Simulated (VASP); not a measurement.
Input of a VASP 6.6.1 run:

File INCAR:

```
SYSTEM = TiPt5
PREC = Accurate
ENCUT = 520
EDIFF = 1E-6
ISMEAR = 0
SIGMA = 0.1
LREAL = .FALSE.
LASPH = .TRUE.
NELM = 100
ALGO = Normal
ISIF = 2
LWAVE = .FALSE.
LCHARG = .FALSE.
GGA = PE
NBANDS = 40
```

File KPOINTS:

```
Automatic mesh
0
G
  4 4 6
  0 0 0
```

POSCAR

```
TiPt5
1.0
    5.1017518000      0.0000000000      0.0000000000
    0.0000000000      5.1017518000      0.0000000000
    0.0000000000      0.0000000000      3.6411117900
Ti Pt
1 5
Direct
    0.0000000000      0.0000000000      0.0000000000
    0.2505486500      0.5000000000      0.5000000000
    0.7494513500      0.5000000000      0.5000000000
    0.5000000000      0.2505486500      0.5000000000
    0.5000000000      0.7494513500      0.5000000000
    0.0000000000      0.0000000000      0.5000000000
```

Potentials or basis: VASP PAW PBE potentials, release 64 (Ti_sv, Pt).

Command:

```bash
$ cat potpaw_PBE.64/Ti_sv/POTCAR potpaw_PBE.64/Pt/POTCAR > POTCAR
$ mpirun -np 1 vasp_std > vasp.out
```

**Question.** Estimate the band gap on the k mesh.

**Answer.** Zero (bands 31 and 32 overlap by 0.94 eV).

**Question.** What does it give for the pressure?

**Answer.** 220.8 GPa.

**Question.** Predict the largest force.

**Answer.** 53.262 eV/Å.

Stress tensor (GPa, compression positive):
```
264.57   0.00   0.00
  0.00 264.57   0.00
  0.00   0.00 133.35
```

Caveat: atoms lie so close that the PAW spheres overlap strongly, which falsifies energies and pressures; the cell stands under pressure; spin-orbit coupling is left out, which moves the levels of the heavy elements; forces of over 1 eV/Å act on the atoms, so gaps and moduli don't describe the material at rest.
